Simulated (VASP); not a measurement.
Pt:

```
Pt
1.0
     0.00000    1.96090    1.96090
     1.96090    0.00000    1.96090
     1.96090    1.96090    0.00000
Pt
1
Direct
  0.00000 0.00000 0.00000
```

* Program: VASP 6.6.1
* Task: relaxation of cell and atoms
* Functional: PBE
* Potentials or basis: VASP PAW PBE potentials, release 64 (Pt)
* Cutoff: 600 eV
* k mesh: 13 × 13 × 13
* Occupations: methfessel-paxton, width 0.1 eV
* Spin: no spin polarisation

At the start: pressure 9.4 GPa; volume 15.08 Å³/atom.

How do energy, volume and symmetry change on relaxing?

Over 3 steps the energy falls by 14.8 meV/atom and the volume is 15.62 Å³/atom (+3.6 %); space group Fm-3m (No. 225, to 0.05 Å).

Step by step:
```tsv
step	energy change (eV)	largest force (eV/Å)	pressure (GPa)	volume (Å³)
1	0.0000	0.0000	9.43	15.08
2	0.0771	0.0000	-17.81	17.10
3	-0.0148	0.0000	-0.30	15.62
```

Final structure:
```
Pt
1.0
     0.00000    1.98424    1.98424
     1.98424    0.00000    1.98424
     1.98424    1.98424    0.00000
Pt
1
Direct
  0.00000 0.00000 0.00000
```
